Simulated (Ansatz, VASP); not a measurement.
# SiNi: VASP beside Ansatz

```
Si Ni
1.0
     3.05528    0.00000    0.00000
     0.00000    3.25831    0.00000
     0.00000    0.00000    4.70939
Si Ni
2 2
Cartesian
  1.5276 1.6292 3.9709
  0.0000 0.0000 0.7385
  1.5276 1.6292 1.9121
  0.0000 0.0000 3.0973
```

Alike in both runs: task single point; functional PBE; k mesh 16 × 14 × 10; occupations gaussian, width 0.15 eV; no spin polarisation.

|  | VASP | Ansatz |
| --- | --- | --- |
| version | VASP 6.6.1 | Ansatz 0.2.0 |
| potentials or method | VASP PAW PBE potentials, release 64 (Si, Ni), cutoff 520 eV | scalar-relativistic, plane waves, PAW |
| valence electrons in the cell | 28 | 44 |

```csv
,VASP,Ansatz,Ansatz less VASP
gap on the k mesh at the Fermi level (eV),none,none,-
pressure (GPa),3.7,3.6,-0.13
"traceless stress, the component that is largest in VASP (GPa)",3.13,2.76,-0.373
rms of the force components (eV/Å),1.399,1.389,-0.0100
```

Atom by atom the forces differ by 0.015 eV/Å (rms over components). A gap of «none» marks a metal or a gap that the smearing closes. VASP's potentials hold 28 valence electrons a cell and Ansatz's 44, so a difference there can come from the potentials and not from the codes.
